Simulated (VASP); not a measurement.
Here is a VASP 6.6.1 calculation.

File INCAR:

```
SYSTEM = Hf
PREC = Accurate
ENCUT = 500
EDIFF = 1E-6
ISMEAR = 0
SIGMA = 0.1
LREAL = .False.
LASPH = .True.
NELM = 120
ALGO = Normal
ISIF = 2
LWAVE = .False.
LCHARG = .False.
GGA = PS
NBANDS = 11
GGA_COMPAT = .False.
```

File KPOINTS:

```
regular mesh
0
Gamma
  18 18 18
  0 0 0
```

File POSCAR:

```
Hf
1.0
   -1.5846836078      1.5846836078      1.5846836078
    1.5846836078     -1.5846836078      1.5846836078
    1.5846836078      1.5846836078     -1.5846836078
Hf
1
Direct
    0.0000000000      0.0000000000      0.0000000000
```

Potentials or basis: VASP PAW PBE potentials, release 64 (Hf_pv).

Command:

```sh
$ cat potpaw_PBE.64/Hf_pv/POTCAR > POTCAR
$ mpirun -np 1 vasp_std > vasp.out
```

Q: What does it give for the band gap on the k mesh?

A: Zero (bands 5 and 6 overlap by 2.76 eV).

Q: Predict the pressure.

A: 49.0 GPa.

Caveat: the cell stands under pressure; the PAW data sets were made with another functional, which shifts forces and pressure a little; spin-orbit coupling is left out, which moves the levels of the heavy elements.
